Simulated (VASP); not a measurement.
# AlRu (NiAs type) (P6_3/mmc) in VASP: notebook, part 2 of 2

VASP 6.6.1.

**3. Relaxation of shape and atoms at fixed volume, PBE**

This run uses another cell than the first one, of 12.43 Å³/atom.

Input file INCAR:

```
PREC     = Accurate       # precision mode
ENCUT    = 600            # plane-wave cutoff, eV
EDIFF    = 1E-7           # SCF threshold, eV
ISMEAR   = -1             # smearing method
SIGMA    = 0.08           # smearing width, eV
LREAL    = False          # projectors in reciprocal space
LASPH    = True           # aspherical terms in the spheres
NELM     = 100            # most SCF steps
ALGO     = Normal         # electronic algorithm
ISIF     = 4              # what is computed and relaxed
LWAVE    = False          # write WAVECAR
LCHARG   = False          # write CHGCAR
GGA      = PE             # functional
IBRION   = 2              # ionic algorithm
NSW      = 50             # ionic steps
EDIFFG   = -0.005         # ionic threshold
```

Input file KPOINTS:

```
regular mesh
0
Gamma
  11 11 6
```

Input file POSCAR:

```
AlRu
1.0
    2.7731382632      0.0000000000      0.0000000000
   -1.3865691316      2.4016081841      0.0000000000
    0.0000000000      0.0000000000      7.4675748500
Ru Al
2 2
Direct
    0.0000000000      0.0000000000      0.0000000000
    0.0000000000      0.0000000000      0.5000000000
    0.3333333333      0.6666666667      0.2500000000
    0.6666666667      0.3333333333      0.7500000000
```

Potentials or basis: VASP PAW PBE potentials, release 64 (Ru_pv, Al).

Command:

```console
> cat potpaw_PBE.64/Ru_pv/POTCAR potpaw_PBE.64/Al/POTCAR > POTCAR
> mpirun -np 1 vasp_std > vasp.out
```

OUTCAR:

```text
PREC = Accurate
   ENCUT = 600
   EDIFF = 1E-7
   ISMEAR = -1
   LREAL = False
   LASPH = True
   NELM = 100
   ISIF = 4
   GGA = PE
   IBRION = 2
   NSW = 50
   EDIFFG = -0.005

 ion  position               nearest neighbor table
   1  0.000  0.000  0.000-   3 2.46   4 2.46   3 2.46   4 2.46   4 2.46   3 2.46
   2  0.000  0.000  0.500-   3 2.46   4 2.46   3 2.46   4 2.46   4 2.46   3 2.46
   3  0.333  0.667  0.250-   1 2.46   2 2.46   1 2.46   2 2.46   1 2.46   2 2.46
   4  0.667  0.333  0.750-   1 2.46   2 2.46   1 2.46   2 2.46   1 2.46   2 2.46

  LATTYP: Found a hexagonal cell.
 ALAT       =     2.7731382632
 C/A-ratio  =     2.6928245696

  Lattice vectors:

 A1 = (   2.7731382632,   0.0000000000,   0.0000000000)
 A2 = (  -1.3865691316,   2.4016081841,   0.0000000000)
 A3 = (   0.0000000000,   0.0000000000,   7.4675748500)

Analysis of symmetry for initial positions (statically):
=====================================================================
 Subroutine PRICEL returns:
 Original cell was already a primitive cell.

 Routine SETGRP: Setting up the symmetry group for a
 hexagonal supercell.

 Subroutine GETGRP returns: Found 24 space group operations
 (whereof 12 operations were pure point group operations)
 out of a pool of 24 trial point group operations.

The static configuration has the point symmetry D_3d.
 The point group associated with its full space group is D_6h.

Analysis of symmetry for dynamics (positions and initial velocities):
=====================================================================
 Subroutine PRICEL returns:
 Original cell was already a primitive cell.

 Routine SETGRP: Setting up the symmetry group for a
 hexagonal supercell.

 Subroutine GETGRP returns: Found 24 space group operations
 (whereof 12 operations were pure point group operations)
 out of a pool of 24 trial point group operations.

The dynamic configuration has the point symmetry D_3d.
 The point group associated with its full space group is D_6h.

[... 130 lines left out ...]
   IVDW    =     0    specifies the selected vdW correction
   LEPSILON=     F    determine dielectric tensor
   LRPA    =     F    only Hartree local field effects (RPA)
 conjugate gradient relaxation of ions
 non-spin polarized calculation
  energy-cutoff  :      600.00
  volume of cell :       49.73
 maximum number of plane-waves:      1704
 NGX is ok and might be reduce to    24
   NGX = 11   NGY = 11   NGZ = 29

--------------------------------------- Ionic step        1  -------------------------------------------

 number of electron      34.0000000 magnetization

 Free energy of the ion-electron system (eV)
  ---------------------------------------------------
  ext. energy  EPLUGINS =         0.00000000
  ---------------------------------------------------
  free energy    TOTEN  =       -27.23531891 eV

  energy without entropy =      -27.19787359  energy(sigma->0) =      -27.21659625

------------------------ aborting loop because EDIFF is reached ----------------------------------------

  FORCE on cell =-STRESS in cart. coord.  units (eV):
  Direction    XX          YY          ZZ          XY          YZ          ZX
  --------------------------------------------------------------------------------------
  -------------------------------------------------------------------------------------
  Total        9.6594452      9.6594452     10.8770151      0.0000000     -0.0000000      0.0000000
  in kB      311.1784432    311.1784432    350.4023824      0.0000000     -0.0000000      0.0000000
  external PRESSURE =     324.2530896 kB  Pullay stress =       0.0000000 kB
[... 63 lines left out ...]
--------------------------------------- Ionic step        3  -------------------------------------------

 number of electron      34.0000007 magnetization

 Free energy of the ion-electron system (eV)
  ---------------------------------------------------
  ext. energy  EPLUGINS =         0.00000000
  ---------------------------------------------------
  free energy    TOTEN  =       -27.24167510 eV

  energy without entropy =      -27.19899642  energy(sigma->0) =      -27.22033576

 E-fermi :  12.0988     XC(G=0): -12.9356

 val. band max:       12.0898197439   @ k =   0.0909  -0.0000   0.1667
 cond. band min:      12.1039000733   @ k =   0.0909   0.0909   0.3333
 fundamental gap:      0.0140803294
 Fermi energy:        12.0987746191

 k-point     1 :       0.0000    0.0000    0.0000
  band No.  band energies     occupation
      1     -30.1365      2.00000
      2     -30.1114      2.00000
      3     -29.9048      2.00000
      4     -29.9048      2.00000
      5     -29.9041      2.00000
      6     -29.9041      2.00000
[... 565 lines left out ...]
     20      15.6061      0.00000
     21      18.3506      0.00000

 [... further k-points ...]

------------------------ aborting loop because EDIFF is reached ----------------------------------------

  FORCE on cell =-STRESS in cart. coord.  units (eV):
  Direction    XX          YY          ZZ          XY          YZ          ZX
  --------------------------------------------------------------------------------------
  -------------------------------------------------------------------------------------
  Total        9.9841728      9.9841728      9.9974540      0.0000000     -0.0000000      0.0000000
  in kB      321.6395228    321.6395228    322.0673757      0.0000000     -0.0000000      0.0000000
  external PRESSURE =     321.7821404 kB  Pullay stress =       0.0000000 kB
[... 19 lines left out ...]
  FREE ENERGIE OF THE ION-ELECTRON SYSTEM (eV)
  ---------------------------------------------------
  free  energy   TOTEN  =       -27.2416751045 eV

  energy  without entropy=      -27.1989964159  energy(sigma->0) =      -27.22033576

 reached required accuracy - stopping structural energy minimisation
```

Run time: 58 s. Hardware: 1 thread of Intel Xeon 6975P-C (Granite Rapids), shared host; peak memory 0.22 GiB.

What came out:

| Quantity | Value |
| --- | --- |
| Free energy | -27.2417 eV |
| Energy gained by relaxing | 1.6 meV/atom |
| Ionic steps | 3 |
| Pressure after relaxing | 32.2 GPa |
| Band gap on the k mesh | zero (bands 17 and 18 overlap by 2.90 eV) |

The path:
| step | energy change (eV) | largest force (eV/Å) | pressure (GPa) | volume (Å³) |
| --- | --- | --- | --- | --- |
| 1 | 0.0000 | 0.0000 | 32.43 | 49.73 |
| 2 | -0.0063 | 0.0000 | 32.17 | 49.73 |
| 3 | -0.0064 | 0.0000 | 32.18 | 49.73 |

Final structure:
```
CELL_PARAMETERS angstrom
2.75889 0.00000 0.00000
-1.37945 2.38927 0.00000
0.00000 0.00000 7.54488
ATOMIC_POSITIONS crystal
Ru 0.00000 0.00000 0.00000
Ru 0.00000 0.00000 0.50000
Al 0.33333 0.66667 0.25000
Al 0.66667 0.33333 0.75000
```
